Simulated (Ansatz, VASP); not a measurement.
## Re: VASP beside Ansatz

File INCAR:

```
SYSTEM = Re
ALGO = Normal
EDIFF = 1E-6
ENCUT = 520
GGA = CA
ISIF = 2
ISMEAR = -1
LASPH = .TRUE.
LCHARG = .TRUE.
LELF = .TRUE.
LREAL = .FALSE.
LVHAR = .TRUE.
LWAVE = .FALSE.
NBANDS = 10
NELM = 80
PREC = Accurate
SIGMA = 0.1
```

File KPOINTS:

```
k-points
0
G
  16 16 16
  0 0 0
```

Contents of POSCAR:

```
Re
1.0
    0.0000000000      1.9803272072      1.9803272072
    1.9803272072      0.0000000000      1.9803272072
    1.9803272072      1.9803272072      0.0000000000
Re
1
Direct
    0.0000000000      0.0000000000      0.0000000000
```

Input for Ansatz:

```yaml
crystal:
  lattice:
    - [0.0, 1.9803272072, 1.9803272072]
    - [1.9803272072, 0.0, 1.9803272072]
    - [1.9803272072, 1.9803272072, 0.0]
  atoms:
    - { symbol: Re, position: [0.0, 0.0, 0.0] }
hamiltonian:
  xc: lda
  pseudopotentials:
    kind: paw
    azcp:
      Re: "pseudopotentials/Re.paw.azcp"
basis:
  ecutwfc: 420
  fft_grid_basis: typed
kpoints:
  mp_grid: { grid: [16, 16, 16], shift: [0, 0, 0] }
magnetization:
  spin_polarized: false
scf:
  occupations: { method: fermi_dirac, width: 0.1 }
  lower_state_search: "off"
output:
  stress: true
  write_density: true
  write_potential: true
  elf: true
  volumetric_format: npy
```

Alike in both runs: task single point; functional LDA; k mesh 16 × 16 × 16; occupations fermi-dirac, width 0.1 eV; no spin polarisation.

|  | VASP | Ansatz |
| --- | --- | --- |
| version | VASP 6.6.1 | Ansatz 0.2.0 |
| potentials or method | VASP PAW LDA potentials, release 64 (Re), cutoff 520 eV | plane waves (420 eV) with PAW, scalar-relativistic |
| valence electrons in the cell | 7 | 15 |

VASP gave:

* pressure (GPa): -25.4

Which values does Ansatz return?

Pressure (GPa): -26.1.

Ansatz warns that its potentials were made for another functional, while VASP's fit it. LDA's correlation is that of Perdew and Zunger in VASP and of Perdew and Wang (1992) in Ansatz. VASP's potentials hold 7 valence electrons a cell and Ansatz's 15, so a difference there can come from the potentials and not from the codes.

Neither program's run includes spin-orbit coupling.
